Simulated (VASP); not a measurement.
# Mg32O33 (a cell with a defect) in VASP: single point with r2SCAN

Aim: the single point of Mg32O33 (a cell with a defect) with r2SCAN.

Program: VASP 6.6.1. These are calculated values, not measurements. Logs are shortened: lines on timing, memory, paths and dates and some standing lists are left out, and cuts for length are marked.

### 1 The cell of the first run

The cell holds a defect, 65 atoms: a = 8.429 Å, b = 8.429 Å, c = 8.429 Å, α = 90.00°, β = 90.00°, γ = 90.00°.

### 2 Single point, r2SCAN, collinear spin

The input, POSCAR:

```
Mg32O33
1.0
    8.4288080000      0.0000000000      0.0000000000
    0.0000000000      8.4288080000      0.0000000000
    0.0000000000      0.0000000000      8.4288080000
O Mg
33 32
Direct
    0.2499550000      0.9993990000      0.0004920000
    0.2499660000      0.9993960000      0.5004920000
    0.2499590000      0.4993940000      0.0005030000
    0.1857220000      0.4351650000      0.5655290000
    0.7499490000      0.9993840000      0.0004880000
    0.7499470000      0.9993820000      0.5004890000
    0.7499660000      0.4993880000      0.0004940000
    0.7499590000      0.4994010000      0.5004930000
    0.9993050000      0.2487380000      0.0024180000
    0.9852650000      0.2346970000      0.4967300000
    0.9987090000      0.7506410000      0.0005040000
    0.9993190000      0.7500260000      0.5004940000
    0.5012090000      0.2481440000      0.0005000000
    0.5005920000      0.2487560000      0.5004930000
    0.5005990000      0.7500340000      0.9985570000
    0.5146210000      0.7640570000      0.5042690000
    0.9986930000      0.9993780000      0.2492530000
    0.9992880000      0.9974010000      0.7511170000
    0.9992290000      0.4993560000      0.2497290000
    0.9851490000      0.5029240000      0.7652330000
    0.5006140000      0.0013840000      0.2498900000
    0.5012120000      0.9993930000      0.7517110000
    0.5147610000      0.4958520000      0.2357690000
    0.5006820000      0.4994030000      0.7512650000
    0.2499220000      0.2486590000      0.2497280000
    0.2534840000      0.2345950000      0.7652270000
    0.2464150000      0.7641900000      0.2357720000
    0.2499670000      0.7501180000      0.7512680000
    0.7499470000      0.2481260000      0.2492510000
    0.7479690000      0.2487250000      0.7511180000
    0.7519490000      0.7500480000      0.2498910000
    0.7499530000      0.7506480000      0.7517120000
    0.3142130000      0.5636430000      0.4354490000
    0.9993910000      0.0000100000      0.9998310000
    0.9959250000      0.9979850000      0.5006590000
    0.9958020000      0.4991880000      0.0018780000
    0.9869400000      0.5004600000      0.4993290000
    0.5005260000      0.9987680000      0.0011560000
    0.5039690000      0.0007730000      0.5003120000
    0.5041060000      0.4995880000      0.9991400000
    0.5129730000      0.4983090000      0.5016740000
    0.2497570000      0.2452350000      0.0018780000
    0.2510290000      0.2363820000      0.4993360000
    0.2501540000      0.7535390000      0.9991390000
    0.2488670000      0.7624020000      0.5016790000
    0.7505790000      0.2488260000      0.9998310000
    0.7485500000      0.2453590000      0.5006610000
    0.7493300000      0.7499600000      0.0011560000
    0.7513370000      0.7534060000      0.5003160000
    0.2501560000      0.0008370000      0.2465180000
    0.2497430000      0.9979400000      0.7544730000
    0.2485550000      0.4979880000      0.2369390000
    0.2513470000      0.5007790000      0.7640770000
    0.7493030000      0.9987350000      0.2499510000
    0.7506170000      0.0000520000      0.7510090000
    0.7514060000      0.4995890000      0.2465150000
    0.7485030000      0.4991780000      0.7544760000
    0.9979240000      0.2473550000      0.2529410000
    0.0051600000      0.2546050000      0.7453380000
    0.0024740000      0.7513530000      0.2485830000
    0.9979770000      0.7468510000      0.7524160000
    0.5019210000      0.2519100000      0.2485800000
    0.4974190000      0.2474130000      0.7524140000
    0.4947420000      0.7441760000      0.2556920000
    0.5019780000      0.7514170000      0.7480600000
```

The input, INCAR.step1:

```
SYSTEM = Mg32O33
PREC     = Accurate       ! precision mode
ENCUT    = 520            ! plane-wave cutoff, eV
ISMEAR   = -1             ! smearing method
SIGMA    = 0.05           ! smearing width, eV
LREAL    = Auto         
LASPH    = .TRUE.         ! aspherical terms in the spheres
NELM     = 150            ! most SCF steps
ISPIN    = 2              ! spin polarisation
MAGMOM   = 0 0 0 0.125 0 0 0 0 0 0 0 0 0 0 0 0 0 0 0 0 0 0 0 0 0 0 0 0 0 0 0 0 0.125 0 0 0 0.125 0 0 0 0.125 0 0.125 0 0.125 0 0 0 0 0 0 0.125 0.125 0 0 0 0 0 0 0 0 0 0 0 0 ! initial moments
NBANDS   = 173            ! bands
NELECT   = 263.0        
ISYM     = 0            
GGA      = PE             ! functional
ALGO     = Normal         ! electronic algorithm
EDIFF    = 1E-4           ! SCF threshold, eV
LWAVE    = .TRUE.         ! write WAVECAR
LCHARG   = .FALSE.        ! write CHGCAR
NCORE    = 4
```

The input, INCAR.step2:

```
SYSTEM = Mg32O33
PREC     = Accurate       ! precision mode
ENCUT    = 520            ! plane-wave cutoff, eV
EDIFF    = 1E-7           ! SCF threshold, eV
ISMEAR   = -1             ! smearing method
SIGMA    = 0.05           ! smearing width, eV
LREAL    = Auto         
LASPH    = .TRUE.         ! aspherical terms in the spheres
NELM     = 150            ! most SCF steps
ALGO     = Normal         ! electronic algorithm
ISIF     = 2              ! what is computed and relaxed
LWAVE    = .FALSE.        ! write WAVECAR
LCHARG   = .FALSE.        ! write CHGCAR
ISPIN    = 2              ! spin polarisation
MAGMOM   = 0 0 0 0.125 0 0 0 0 0 0 0 0 0 0 0 0 0 0 0 0 0 0 0 0 0 0 0 0 0 0 0 0 0.125 0 0 0 0.125 0 0 0 0.125 0 0.125 0 0.125 0 0 0 0 0 0 0.125 0.125 0 0 0 0 0 0 0 0 0 0 0 0 ! initial moments
LORBIT   = 11             ! projections on sites
METAGGA  = R2SCAN         ! meta-GGA
LMIXTAU  = .TRUE.       
NBANDS   = 173            ! bands
NELECT   = 263.0        
ISYM     = 0            
ISTART   = 1            
NCORE    = 4
```

The input, KPOINTS:

```
Automatic mesh
0
Gamma
  1 1 1
  0.25 0.25 0.25
```

Potentials or basis: VASP PAW PBE potentials, release 64 (O, Mg).

On the command line:

```bash
> cat potpaw_PBE.64/O/POTCAR potpaw_PBE.64/Mg/POTCAR > POTCAR
> cp INCAR.step1 INCAR
> mpirun -np 4 vasp_std > vasp.out
> cp INCAR.step2 INCAR
> mpirun -np 4 vasp_std > vasp.out
```

OUTCAR:

```text
SYSTEM = Mg32O33
   PREC = Accurate
   ENCUT = 520
   EDIFF = 1E-7
   ISMEAR = -1
   LREAL = Auto
   LASPH = .TRUE.
   NELM = 150
   ISIF = 2
   ISPIN = 2
   LORBIT = 11
   METAGGA = R2SCAN
   NELECT = 263.0
   ISYM = 0
   ISTART = 1

 ion  position               nearest neighbor table
   1  0.250  0.999  0.000-  42 2.07  44 2.07  51 2.07  50 2.07  34 2.11  38 2.11
   2  0.250  0.999  0.500-  43 2.00  45 2.00  50 2.14  51 2.14  39 2.14  35 2.14
   3  0.250  0.499  0.001-  53 1.99  52 1.99  44 2.14  40 2.14  36 2.14  42 2.14
   4  0.186  0.435  0.566-  53 1.85  37 1.85  43 1.85  33 1.88  59 2.63
   5  0.750  0.999  0.000-  38 2.10  48 2.10  34 2.10  46 2.10  54 2.10  55 2.10
   6  0.750  0.999  0.500-  49 2.07  47 2.07  39 2.07  35 2.07  55 2.11  54 2.11
   7  0.750  0.499  0.000-  36 2.07  40 2.07  57 2.07  56 2.07  46 2.11  48 2.11
   8  0.750  0.499  0.500-  37 2.00  41 2.00  56 2.14  57 2.14  49 2.14  47 2.14
   9  0.999  0.249  0.002-  46 2.10  34 2.10  36 2.11  42 2.11  58 2.11  59 2.17
  10  0.985  0.235  0.497-  35 2.00  47 2.00  58 2.06  59 2.11  37 2.24  43 2.24
[... 20 lines left out ...]
  31  0.752  0.750  0.250-  54 2.10  48 2.10  49 2.11  56 2.11  60 2.11  64 2.17
  32  0.750  0.751  0.752-  65 2.09  61 2.09  55 2.10  48 2.10  49 2.12  57 2.12
  33  0.314  0.564  0.435-  52 1.85  41 1.85  45 1.85   4 1.88  64 2.63
  34  0.999  0.000  1.000-  18 2.10   9 2.10  11 2.10  17 2.10   5 2.10   1 2.11  42 2.95  51 2.95
                            44 2.96  60 2.96  50 2.96  55 2.97  46 2.97  48 2.98  54 2.98  58 2.98
  35  0.996  0.998  0.501-  10 2.00   6 2.07  12 2.09  18 2.11  17 2.12   2 2.14  45 2.91  49 2.92
                            43 2.94  47 2.95  55 2.95  58 2.96  54 2.96  60 2.97  59 2.99  61 3.00
  36  0.996  0.499  0.002-  20 2.00   7 2.07  19 2.09   9 2.11  11 2.12   3 2.14  52 2.91  56 2.91
                            53 2.94  57 2.95  46 2.95  61 2.96  48 2.96  60 2.97  59 2.99  58 3.00
  37  0.987  0.500  0.499-   4 1.85   8 2.00  12 2.11  19 2.11  10 2.24  20 2.24  56 2.91  49 2.91
                            59 2.94  47 2.94  57 2.94  61 2.98  58 2.98  60 2.99  45 3.12  52 3.12
  38  0.501  0.999  0.001-  15 2.10  21 2.10  13 2.10   5 2.10  22 2.10   1 2.11  44 2.95  50 2.95
                            42 2.96  63 2.96  51 2.97  54 2.97  48 2.97  46 2.98  55 2.98  65 2.98
  39  0.504  0.001  0.500-  16 2.00   6 2.07  14 2.09  21 2.11  22 2.12   2 2.14  43 2.91  47 2.92
                            45 2.94  49 2.95  54 2.95  65 2.96  55 2.96  63 2.97  64 2.99  62 3.00
  40  0.504  0.500  0.999-  23 2.00   7 2.07  24 2.09  15 2.11  13 2.12   3 2.14  53 2.91  57 2.91
                            52 2.94  56 2.95  48 2.95  62 2.96  46 2.96  63 2.97  64 2.99  65 3.00
  41  0.513  0.498  0.502-  33 1.85   8 2.00  14 2.11  24 2.11  16 2.24  23 2.24  57 2.91  47 2.91
                            64 2.94  49 2.94  56 2.94  65 2.98  62 2.98  63 2.99  43 3.12  53 3.12
  42  0.250  0.245  0.002-  26 2.00   1 2.07  25 2.09   9 2.11  13 2.12   3 2.14  52 2.91  50 2.91
[... 33 lines left out ...]
  59  0.005  0.255  0.745-  20 2.11  26 2.11  10 2.11   9 2.17  30 2.17  18 2.17   4 2.63  37 2.94
                            43 2.94  53 2.94  36 2.99  42 2.99  57 2.99  51 2.99  47 2.99  35 2.99
  60  0.002  0.751  0.249-  27 2.06  17 2.09  11 2.09  31 2.11  12 2.12  19 2.12  44 2.96  50 2.96
                            34 2.96  35 2.97  36 2.97  52 2.98  45 2.98  54 2.98  48 2.98  37 2.99
  61  0.998  0.747  0.752-  20 2.06  32 2.09  11 2.09  18 2.11  12 2.12  28 2.12  36 2.96  57 2.96
                            48 2.96  49 2.97  44 2.97  37 2.98  53 2.98  55 2.98  34 2.98  45 2.99
  62  0.502  0.252  0.249-  23 2.06  29 2.09  13 2.09  21 2.11  14 2.12  25 2.12  40 2.96  56 2.96
                            46 2.96  47 2.97  42 2.97  52 2.98  41 2.98  54 2.98  38 2.98  43 2.99
  63  0.497  0.247  0.752-  26 2.06  22 2.09  13 2.09  30 2.11  14 2.12  24 2.12  42 2.96  51 2.96
                            38 2.96  39 2.97  40 2.97  43 2.98  53 2.98  55 2.98  46 2.98  41 2.99
  64  0.495  0.744  0.256-  23 2.11  27 2.11  16 2.11  15 2.17  31 2.17  21 2.17  33 2.63  41 2.94
                            45 2.94  52 2.94  40 2.99  44 2.99  39 2.99  49 2.99  50 2.99  56 2.99
  65  0.502  0.751  0.748-  16 2.06  32 2.09  22 2.09  15 2.11  28 2.12  24 2.12  49 2.96  39 2.96
                            55 2.96  51 2.97  57 2.97  45 2.98  41 2.98  38 2.98  48 2.98  53 2.99

IMPORTANT INFORMATION: All symmetrisations will be switched off!
NOSYMM: (Re-)initialisation of all symmetry stuff for point group C_1.

[... 238 lines left out ...]

 Free energy of the ion-electron system (eV)
  ---------------------------------------------------
  ext. energy  EPLUGINS =         0.00000000
  ---------------------------------------------------
  free energy    TOTEN  =      -513.73368868 eV

  energy without entropy =     -513.73368868  energy(sigma->0) =     -513.73368868

 E-fermi :   6.6469     XC(G=0): -11.6759

 val. band max:        5.4789004185   @ k =   0.2500   0.2500   0.2500
 cond. band min:       7.7605260915   @ k =  -0.2500  -0.2500   0.2500
 fundamental gap:      2.2816256731
 Fermi energy:         6.6469330800

 spin component 1

 k-point     1 :       0.2500    0.2500    0.2500
  band No.  band energies     occupation
      1     -15.3750      1.00000
      2     -15.0397      1.00000
      3     -14.9806      1.00000
      4     -14.9410      1.00000
      5     -14.7701      1.00000
      6     -14.6864      1.00000
[... 573 lines left out ...]
    142      12.2853      0.00000
    143      12.4748      0.00000
 Fermi energy:         6.6469330800

 spin component 2

 k-point     1 :       0.2500    0.2500    0.2500
  band No.  band energies     occupation
      1     -15.3093      1.00000
      2     -14.9795      1.00000
      3     -14.9366      1.00000
      4     -14.9055      1.00000
      5     -14.6855      1.00000
      6     -14.6592      1.00000
[... 573 lines left out ...]
    142      12.2876      0.00000
    143      12.4792      0.00000
 [bands above 143 left out]

------------------------ aborting loop because EDIFF is reached ----------------------------------------

  FORCE on cell =-STRESS in cart. coord.  units (eV):
  Direction    XX          YY          ZZ          XY          YZ          ZX
  --------------------------------------------------------------------------------------
  -------------------------------------------------------------------------------------
  Total       19.8732643     19.8609867     20.1323677      2.4296647     -2.4286478     -2.4438164
  in kB       53.1717932     53.1389439     53.8650357      6.5006747     -6.4979540     -6.5385384
  external PRESSURE =      53.3919242 kB  Pullay stress =       0.0000000 kB

 VOLUME and BASIS-vectors are now :
 -----------------------------------------------------------------------------
  energy-cutoff  :      520.00
  volume of cell :      598.82
      direct lattice vectors                 reciprocal lattice vectors
     8.428808000  0.000000000  0.000000000     0.118640738  0.000000000  0.000000000
     0.000000000  8.428808000  0.000000000     0.000000000  0.118640738  0.000000000
     0.000000000  0.000000000  8.428808000     0.000000000  0.000000000  0.118640738

 POSITION                                       TOTAL-FORCE (eV/Angst)
 -----------------------------------------------------------------------------------
      2.10682      8.42374      0.00415         0.000247     -0.004654      0.003615
      2.10692      8.42372      4.21855        -0.001726     -0.003020      0.006608
      2.10686      4.20930      0.00424        -0.000582     -0.008485      0.002157
      1.56542      3.66792      4.76674        -0.009299     -0.008274     -0.022236
      6.32118      8.42362      0.00411         0.000571     -0.003044      0.002869
      6.32116      8.42360      4.21853         0.000635     -0.003506      0.003450
[... 57 lines left out ...]
      4.17009      6.27252      2.15518         0.001208     -0.001150     -0.003187
      4.23108      6.33355      6.30525         0.006848      0.006876     -0.011862
 -----------------------------------------------------------------------------------
    total drift:                               -0.000414      0.005890     -0.003937

  FREE ENERGIE OF THE ION-ELECTRON SYSTEM (eV)
  ---------------------------------------------------
  free  energy   TOTEN  =      -513.7336886823 eV

  energy  without entropy=     -513.7336886821  energy(sigma->0) =     -513.73368868

 total charge

# of ion       s       p       d       tot
------------------------------------------
    1        1.547   3.609   0.000   5.156
    2        1.547   3.604   0.000   5.151
    3        1.547   3.605   0.000   5.152
    4        1.591   3.571   0.000   5.161
    5        1.546   3.595   0.000   5.141
    6        1.547   3.609   0.000   5.156
[... 57 lines left out ...]
   64        0.134   0.163   0.067   0.365
   65        0.142   0.178   0.076   0.396
--------------------------------------------------
tot         55.781 124.502   2.522 182.805

 magnetization (x)

# of ion       s       p       d       tot
------------------------------------------
    1        0.000   0.001   0.000   0.001
    2       -0.000  -0.000   0.000  -0.000
    3       -0.000  -0.000   0.000  -0.000
    4        0.017   0.394   0.000   0.411
    5        0.000   0.000   0.000   0.000
    6        0.000   0.001   0.000   0.001
[... 57 lines left out ...]
   64       -0.000  -0.000   0.000  -0.000
   65        0.000   0.000   0.000   0.000
--------------------------------------------------
tot          0.032   0.849   0.001   0.882
```

It took 37 min on 4 MPI ranks of Oxide Virtual Turin-like, shared host; peak memory 0.38 GiB.

What came out:

- Free energy: -513.7337 eV
- Largest force: 0.061 eV/Å
- Net moment: 1.00 μB per cell
- Site moments: O +0.00, -0.00, +0.41, +0.01 (each value once); Mg +0.00, -0.00 (each value once) μB
- Valence electrons inside the program's atomic spheres: O 5.16, 5.15, 5.14, 5.13 (each value once); Mg 0.39, 0.41, 0.44, 0.40, 0.36 (each value once)

Forces in eV/Å, atoms in the order of the input:
```
O    0.000 -0.005  0.004
O   -0.002 -0.003  0.007
O   -0.001 -0.008  0.002
O   -0.009 -0.008 -0.022
O    0.001 -0.003  0.003
O    0.001 -0.004  0.003
O   -0.001 -0.005  0.004
O    0.000 -0.009  0.006
O   -0.003 -0.002  0.020
O   -0.021 -0.021  0.014
O   -0.006  0.004  0.001
O   -0.016  0.012  0.006
O    0.004 -0.005  0.000
O    0.013 -0.013  0.005
O    0.007  0.005 -0.018
O    0.024  0.023 -0.014
O   -0.007 -0.001 -0.006
O   -0.001 -0.015 -0.002
O   -0.009 -0.009 -0.007
O   -0.033  0.005  0.034
O    0.005  0.012 -0.004
O    0.005  0.001  0.009
O    0.035 -0.004 -0.036
O    0.007 -0.003  0.007
O   -0.002 -0.007 -0.005
O    0.005 -0.034  0.035
O   -0.004  0.036 -0.036
O    0.003  0.008  0.007
O    0.001 -0.007 -0.007
O   -0.012 -0.002 -0.001
O    0.015  0.002 -0.001
O    0.001  0.007  0.011
O    0.007  0.006  0.023
Mg   0.002 -0.001  0.002
Mg  -0.015  0.028 -0.006
Mg  -0.018  0.008 -0.035
Mg   0.028 -0.019  0.027
Mg  -0.003  0.002 -0.004
Mg   0.015 -0.015  0.000
Mg   0.017  0.001  0.023
Mg  -0.030  0.025 -0.031
Mg   0.004 -0.017 -0.034
Mg  -0.022  0.032  0.026
Mg  -0.004  0.015  0.024
Mg   0.022 -0.026 -0.031
Mg  -0.002  0.003  0.002
Mg   0.022 -0.015 -0.006
Mg   0.002  0.001 -0.003
Mg  -0.021  0.013 -0.001
Mg  -0.003 -0.026 -0.016
Mg   0.004  0.036  0.020
Mg   0.033  0.035  0.033
Mg  -0.032 -0.030 -0.041
Mg   0.003  0.003 -0.002
Mg  -0.003 -0.003  0.000
Mg  -0.031  0.001 -0.017
Mg   0.030  0.008  0.019
Mg  -0.008 -0.010  0.016
Mg  -0.003 -0.005  0.006
Mg   0.021  0.009 -0.009
Mg  -0.008 -0.022  0.010
Mg   0.007  0.018 -0.008
Mg  -0.022 -0.010  0.010
Mg   0.001 -0.001 -0.003
Mg   0.007  0.007 -0.012
```

Levels at points of the mesh, in eV from the Fermi level:
Spin up:
```tsv
k point	band 129	band 130	band 131	band 132	band 133	band 134	band 135	band 136
(0.25, 0.25, 0.25)	-3.64	-3.12	-3.03	-1.17	2.74	4.27	4.33	4.39
```
Spin down:
| k point | band 129 | band 130 | band 131 | band 132 | band 133 | band 134 |
| --- | --- | --- | --- | --- | --- | --- |
| (0.25, 0.25, 0.25) | -3.43 | -2.83 | -2.75 | 1.16 | 2.75 | 4.28 |

Caveat: the cell carries a net charge on a neutralising background, which shifts energy and pressure; the cell is charged against a uniform background, so pressure and absolute levels hang on convention; the PAW data sets were made with another functional, which shifts forces and pressure a little.
